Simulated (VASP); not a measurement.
# AlH7 (P-62m) in VASP: relaxation of cell and atoms with PBE

Aim: the relaxation of cell and atoms of AlH7 with PBE.

All numbers are computed with VASP 6.6.1; they aren't measurements. Logs are shortened: lines on timing, memory, paths and dates and some standing lists are left out, and cuts for length are marked.

### 1 The cell of the first run

Symmetry: P-62m, No. 189, hexagonal system. The conventional cell has a = 4.091 Å, b = 4.091 Å, c = 4.958 Å, α = 90.00°, β = 90.00°, γ = 120.00°. Within 2.5 Å of Al (site symmetry -62m) lie 14 H at 1.91 to 2.48 Å. H (site symmetry m) has 1 H at 0.98 Å within 1.3 Å. H (site symmetry -62m) has 2 Al at 2.48 Å and 12 H at 2.71 to 3.00 Å within 3.3 Å.

The cell was generated, and may not be a known phase.

### 2 Relaxation of cell and atoms, PBE

File INCAR:

```
SYSTEM = AlH7
ALGO = Normal ; EDIFF = 1E-7
EDIFFG = -0.08 ; ENCUT = 500
GGA = PE ; GGA_COMPAT = .FALSE.
IBRION = 2 ; ISIF = 3
ISMEAR = 0 ; LASPH = .TRUE.
LCHARG = .FALSE. ; LREAL = .FALSE.
LWAVE = .FALSE. ; NELM = 120
NELMIN = 4 ; NSW = 36
PREC = Accurate ; SIGMA = 0.2
```

File KPOINTS:

```
k-points
0
G
  5 5 3
  0 0 0
```

File POSCAR:

```
AlH7
1.0
    4.0908128300      0.0000000000      0.0000000000
   -2.0454064200      3.5427478400      0.0000000000
    0.0000000000      0.0000000000      4.9584729600
Al H
1 7
Direct
    0.0000000000      0.0000000000      0.0000000000
    0.5490041700      0.0000000000      0.0985196000
    0.0000000000      0.5490041700      0.0985196000
    0.4509958300      0.4509958300      0.0985196000
    0.5490041700      0.0000000000      0.9014804000
    0.0000000000      0.5490041700      0.9014804000
    0.4509958300      0.4509958300      0.9014804000
    0.0000000000      0.0000000000      0.5000000000
```

Potentials or basis: VASP PAW PBE potentials, release 64 (Al, H).

The run is started by

```sh
$ cat potpaw_PBE.64/Al/POTCAR potpaw_PBE.64/H/POTCAR > POTCAR
$ mpirun -np 1 vasp_std > vasp.out
```

OUTCAR:

```text
SYSTEM = AlH7
   EDIFF = 1E-7
   EDIFFG = -0.08
   ENCUT = 500
   GGA = PE
   IBRION = 2
   ISIF = 3
   ISMEAR = 0
   LASPH = .TRUE.
   LREAL = .FALSE.
   NELM = 120
   NELMIN = 4
   NSW = 36
   PREC = Accurate

 ion  position               nearest neighbor table
   1  0.000  0.000  0.000-   2 1.91   5 1.91   4 1.91   7 1.91   6 1.91   3 1.91
   2  0.549  0.000  0.099-   1 1.91
   3  0.000  0.549  0.099-   1 1.91
   4  0.451  0.451  0.099-   1 1.91
   5  0.549  0.000  0.901-   1 1.91
   6  0.000  0.549  0.901-   1 1.91
   7  0.451  0.451  0.901-   1 1.91
   8  0.000  0.000  0.500-

  LATTYP: Found a hexagonal cell.
 ALAT       =     4.0908128300
 C/A-ratio  =     1.2120996892

  Lattice vectors:

 A1 = (   4.0908128300,   0.0000000000,   0.0000000000)
 A2 = (  -2.0454064200,   3.5427478400,   0.0000000000)
 A3 = (   0.0000000000,   0.0000000000,   4.9584729600)

Analysis of symmetry for initial positions (statically):
=====================================================================
 Subroutine PRICEL returns:
 Original cell was already a primitive cell.

 Routine SETGRP: Setting up the symmetry group for a
 hexagonal supercell.

 Subroutine GETGRP returns: Found 12 space group operations
 (whereof 12 operations were pure point group operations)
 out of a pool of 24 trial point group operations.

The static configuration has the point symmetry D_3h.

Analysis of symmetry for dynamics (positions and initial velocities):
=====================================================================
 Subroutine PRICEL returns:
 Original cell was already a primitive cell.

 Routine SETGRP: Setting up the symmetry group for a
 hexagonal supercell.

 Subroutine GETGRP returns: Found 12 space group operations
 (whereof 12 operations were pure point group operations)
 out of a pool of 24 trial point group operations.

The dynamic configuration has the point symmetry D_3h.

 Subroutine INISYM returns: Found 12 space group operations
 (whereof 12 operations are pure point group operations),
 and found     1 'primitive' translations

----------------------------------------------------------------------------------------

                                     Primitive cell

  volume of cell :      71.8618

  direct lattice vectors                    reciprocal lattice vectors
     4.090812830  0.000000000  0.000000000     0.244450196  0.141133387  0.000000000
    -2.045406420  3.542747840  0.000000000     0.000000000  0.282266773  0.000000000
     0.000000000  0.000000000  4.958472960     0.000000000  0.000000000  0.201674993

  length of vectors
     4.090812830  4.090812839  4.958472960     0.282266773  0.282266773  0.201674993

  position of ions in fractional coordinates (direct lattice)
     0.000000000  0.000000000  0.000000000
     0.549004170  0.000000000  0.098519600
     1.000000000  0.549004170  0.098519600
     0.450995830  0.450995830  0.098519600
     0.549004170  0.000000000  0.901480400
     1.000000000  0.549004170  0.901480400
     0.450995830  0.450995830  0.901480400
     0.000000000  0.000000000  0.500000000

  ion indices of the primitive-cell ions
   primitive index   ion index
                 1           1
                 2           2
                 3           3
                 4           4
                 5           5
                 6           6
                 7           7
                 8           8

----------------------------------------------------------------------------------------

 KPOINTS: k-points

Automatic generation of k-mesh.
 Grid dimensions read from file:
 generate k-points for:    5    5    3

 Generating k-lattice:

  Cartesian coordinates                     Fractional coordinates (reciprocal lattice)
     0.048890039  0.028226677  0.000000000     0.200000000 -0.000000000  0.000000000
     0.000000000  0.056453355  0.000000000     0.000000000  0.200000000  0.000000000
     0.000000000  0.000000000  0.067224998     0.000000000  0.000000000  0.333333333

  Length of vectors
     0.056453355  0.056453355  0.067224998

  Shift w.r.t. Gamma in fractional coordinates (k-lattice)
     0.000000000  0.000000000  0.000000000

 Subroutine IBZKPT returns following result:
 ===========================================

 Found     10 irreducible k-points:

 Following reciprocal coordinates:
            Coordinates               Weight
  0.000000  0.000000  0.000000      1.000000
  0.200000 -0.000000  0.000000      6.000000
  0.400000 -0.000000  0.000000      6.000000
  0.200000  0.200000  0.000000      6.000000
  0.400000  0.200000  0.000000      6.000000
  0.000000  0.000000  0.333333      2.000000
  0.200000 -0.000000  0.333333     12.000000
  0.400000 -0.000000  0.333333     12.000000
  0.200000  0.200000  0.333333     12.000000
  0.400000  0.200000  0.333333     12.000000
   k-points           NKPTS =     10   k-points in BZ     NKDIM =     10   number of bands    NBANDS=     10
   number of dos      NEDOS =    301   number of ions     NIONS =      8
   total plane-waves  NPLWV =  32400
   dimension x,y,z NGX =    30 NGY =   30 NGZ =   36
   dimension x,y,z NGXF=    60 NGYF=   60 NGZF=   72
   ions per type =               1   7
   NGX,Y,Z   is equivalent  to a cutoff of  12.19, 12.19, 12.07 a.u.
   NGXF,Y,Z  is equivalent  to a cutoff of  24.38, 24.38, 24.14 a.u.
 SYSTEM =  AlH7
   PREC   = accura    normal or accurate (medium, high low for compatibility)
   ISTART =      0    job   : 0-new  1-cont  2-samecut
   ICHARG =      2    charge: 1-file 2-atom 10-const
   ISPIN  =      1    spin polarized calculation?
   LNONCOLLINEAR =      F non collinear calculations
   LSORBIT =      F    spin-orbit coupling
   LASPH  =      T    aspherical Exc in radial PAW
   ENCUT  =  500.0 eV  36.75 Ry    6.06 a.u.   7.46  7.46  9.04*2*pi/ulx,y,z
   NELM   =    120;   NELMIN=  4; NELMDL= -5     # of ELM steps
   EDIFF  = 0.1E-06   stopping-criterion for ELM
   LREAL  =      F    real-space projection
   EDIFFG = -.8E-01   stopping-criterion for IOM
   NSW    =     36    number of steps for IOM
   IBRION =      2    ionic relax: 0-MD 1-quasi-New 2-CG
   NFREE  =      1    steps in history (QN), initial steepest desc. (CG)
   ISIF   =      3    stress and relaxation
   ISYM   =      2    0-nonsym 1-usesym 2-fastsym
   POTIM  = 0.5000    time-step for ionic-motion
   TEBEG  =    0.0;   TEEND  =   0.0 temperature during run
   PSTRESS=    0.0 pullay stress
   NELECT =      10.0000    total number of electrons
   NUPDOWN=      -1.0000    fix difference up-down
   EMIN   =  10.00;   EMAX   =-10.00  energy-range for DOS
   EFERMI =   0.00;   METHOD = LEGACY
   ISMEAR =     0;   SIGMA  =   0.20  broadening in eV -4-tet -1-fermi 0-gaus
   EFERMI_NEDOS =   21; number of points for ismear=-14 and -15
   IALGO  =     38    algorithm
   IMIX   =      4    mixing-type and parameters
     AMIX     =   0.40;   BMIX     =  1.00
     AMIX_MAG =   1.60;   BMIX_MAG =  1.00
  volume/ion in A,a.u.               =       8.98        60.62
  Fermi-wavevector in a.u.,A,eV,Ry     =   0.848351  1.603151  9.792105  0.719699
  Thomas-Fermi vector in A             =   1.964001
   LORBIT       =      0    0 simple, 1 ext, 2 COOP (PROOUT), +10 PAW based schemes
   GGA     = PE    functional components
   LHFCALC =     F    Hartree Fock is set to
   AEXX    =    0.0000 exact exchange contribution
   IVDW    =     0    specifies the selected vdW correction
   LEPSILON=     F    determine dielectric tensor
   LRPA    =     F    only Hartree local field effects (RPA)
 conjugate gradient relaxation of ions
 non-spin polarized calculation
 Gauss-broadening in eV      SIGMA  =   0.20
  energy-cutoff  :      500.00
  volume of cell :       71.86
 maximum number of plane-waves:      1861
 NGX is ok and might be reduce to    30
   NGX = 15   NGY = 15   NGZ = 19

--------------------------------------- Ionic step        1  -------------------------------------------

 number of electron      10.0000000 magnetization

 number of electron       9.9999993 magnetization

 Free energy of the ion-electron system (eV)
  ---------------------------------------------------
  ext. energy  EPLUGINS =         0.00000000
  ---------------------------------------------------
  free energy    TOTEN  =       -21.26842311 eV

  energy without entropy =      -21.21651205  energy(sigma->0) =      -21.24246758

------------------------ aborting loop because EDIFF is reached ----------------------------------------

  FORCE on cell =-STRESS in cart. coord.  units (eV):
  Direction    XX          YY          ZZ          XY          YZ          ZX
  --------------------------------------------------------------------------------------
  -------------------------------------------------------------------------------------
  Total        2.7332975      2.7332976    -10.0339923     -0.0000000     -0.0000000     -0.0000000
  in kB       60.9396132     60.9396135   -223.7105901     -0.0000001     -0.0000000     -0.0000000
  external PRESSURE =     -33.9437878 kB  Pullay stress =       0.0000000 kB
[... 107 lines left out ...]
  FREE ENERGIE OF THE ION-ELECTRON SYSTEM (eV)
  ---------------------------------------------------
  free  energy   TOTEN  =       -22.3153596315 eV

  energy  without entropy=      -22.2810140915  energy(sigma->0) =      -22.29818686

[... ionic steps 4 to 21 ...]

--------------------------------------- Ionic step       22  -------------------------------------------

 number of electron       9.9999978 magnetization

------------------------ aborting loop because EDIFF is reached ----------------------------------------

  FORCE on cell =-STRESS in cart. coord.  units (eV):
  Direction    XX          YY          ZZ          XY          YZ          ZX
  --------------------------------------------------------------------------------------
  -------------------------------------------------------------------------------------
  Total        0.3377119      0.3377119     -0.6459375     -0.0000000     -0.0000000      0.0000000
  in kB        6.0359764      6.0359765    -11.5449380     -0.0000000     -0.0000000      0.0000000
  external PRESSURE =       0.1756716 kB  Pullay stress =       0.0000000 kB
[... 69 lines left out ...]
  energy  without entropy=      -24.1756616146  energy(sigma->0) =      -24.20125879

--------------------------------------- Ionic step       24  -------------------------------------------

 number of electron       9.9999985 magnetization

 Free energy of the ion-electron system (eV)
  ---------------------------------------------------
  ext. energy  EPLUGINS =         0.00000000
  ---------------------------------------------------
  free energy    TOTEN  =       -24.24319391 eV

  energy without entropy =      -24.20803930  energy(sigma->0) =      -24.22561661

 E-fermi :   1.4230     XC(G=0):  -6.6158

 val. band max:        1.3903423774   @ k =   0.4000  -0.0000   0.0000
 cond. band min:       1.4565394005   @ k =   0.0000   0.0000   0.3333
 fundamental gap:      0.0661970231
 Fermi energy:         1.4230079043

 k-point     1 :       0.0000    0.0000    0.0000
  band No.  band energies     occupation
      1      -9.3800      2.00000
      2      -6.9556      2.00000
      3      -6.9556      2.00000
      4      -5.7060      2.00000
      5       0.5396      2.00000
      6       0.5396      2.00000
      7       3.6390      0.00000
      8       3.8019      0.00000
      9       4.0658      0.00000
     10       6.5879      0.00000
[... 150 lines left out ...]
  FREE ENERGIE OF THE ION-ELECTRON SYSTEM (eV)
  ---------------------------------------------------
  free  energy   TOTEN  =       -24.2431939132 eV

  energy  without entropy=      -24.2080392993  energy(sigma->0) =      -24.22561661

 reached required accuracy - stopping structural energy minimisation
```

It took 4.9 min on 1 thread of Intel Xeon 8259CL, shared host; peak memory 0.14 GiB.

What came out:

| Property | Result |
| --- | --- |
| Free energy | -24.2432 eV |
| Relaxed volume | 11.71 Å³/atom |
| Relaxed cell | a = 5.468 Å, b = 5.468 Å, c = 3.618 Å, α = 90.00°, β = 90.00°, γ = 120.00° |
| Space group after relaxing (to 0.1 Å) | P6/mmm (No. 191) |
| Energy gained by relaxing | 371.8 meV/atom |
| Ionic steps | 24 |
| Pressure after relaxing | 0.7 GPa |
| Largest force after relaxing | 0.052 eV/Å |
| Band gap on the k mesh | zero (bands 5 and 6 overlap by 1.30 eV) |

Forces in eV/Å, atoms in the order of the input:
```
Al   0.000  0.000  0.000
H    0.000  0.000 -0.052
H    0.000  0.000 -0.052
H    0.000  0.000 -0.052
H    0.000  0.000  0.052
H    0.000  0.000  0.052
H    0.000  0.000  0.052
H    0.000  0.000  0.000
```

The path:
```tsv
step	energy change (eV)	largest force (eV/Å)	pressure (GPa)	volume (Å³)
1	0.0000	1.2938	-3.39	71.86
2	-1.0011	0.5952	4.50	69.76
3	-1.0469	1.1120	6.33	69.33
4	-1.6971	1.3240	4.85	71.54
5	-2.4699	2.6487	5.72	75.10
6	-2.8426	0.3491	1.32	77.26
7	-2.8643	0.3401	-0.11	78.14
8	-2.8651	0.2478	0.09	78.01
9	-2.8732	0.2510	0.19	78.29
10	-2.8909	0.2525	0.51	79.10
11	-2.8936	0.2179	1.22	80.65
12	-2.8981	0.2349	0.91	80.00
13	-2.9048	0.0907	1.52	80.49
14	-2.9048	0.0970	1.54	80.50
15	-2.9117	0.0931	1.37	81.32
16	-2.9270	0.0872	0.91	83.80
17	-2.9358	0.0933	0.18	88.92
18	-2.9362	0.0927	0.28	88.10
19	-2.9390	0.1668	-0.18	88.84
20	-2.9390	0.1335	-0.12	88.74
21	-2.9412	0.1305	-0.09	88.96
22	-2.9474	0.1243	0.02	89.64
23	-2.9584	0.1156	0.25	90.99
24	-2.9748	0.0523	0.66	93.66
```

Final structure:
```yaml
crystal:
  lattice:
    - [5.46751, 0.00000, 0.00000]
    - [-2.73375, 4.73500, 0.00000]
    - [0.00000, 0.00000, 3.61764]
  atoms:
    - { symbol: Al, position: [0.00000, 0.00000, 0.00000] }
    - { symbol: H, position: [0.50000, 0.00000, 0.10557] }
    - { symbol: H, position: [0.00000, 0.50000, 0.10557] }
    - { symbol: H, position: [0.50000, 0.50000, 0.10557] }
    - { symbol: H, position: [0.50000, 0.00000, 0.89443] }
    - { symbol: H, position: [0.00000, 0.50000, 0.89443] }
    - { symbol: H, position: [0.50000, 0.50000, 0.89443] }
    - { symbol: H, position: [0.00000, 0.00000, 0.50000] }
```

Levels at points of the mesh, in eV from the Fermi level:
```csv
k point,band 2,band 3,band 4,band 5,band 6,band 7,band 8,band 9
"(0.00, 0.00, 0.00)",-8.38,-8.38,-7.13,-0.88,-0.88,2.22,2.38,2.64
```

Caveat: the k points lie up to 0.58 Å⁻¹ apart in the final cell, too coarse for converged energies and pressures of a metal; the volume moved by over 15 % at a fixed basis, so the end points are rough; the relaxation stopped at a loose force limit of 0.08 eV/Å, so its end isn't a converged minimum.

The gap in the log of VASP goes by the Fermi energy; the results here count the filled bands.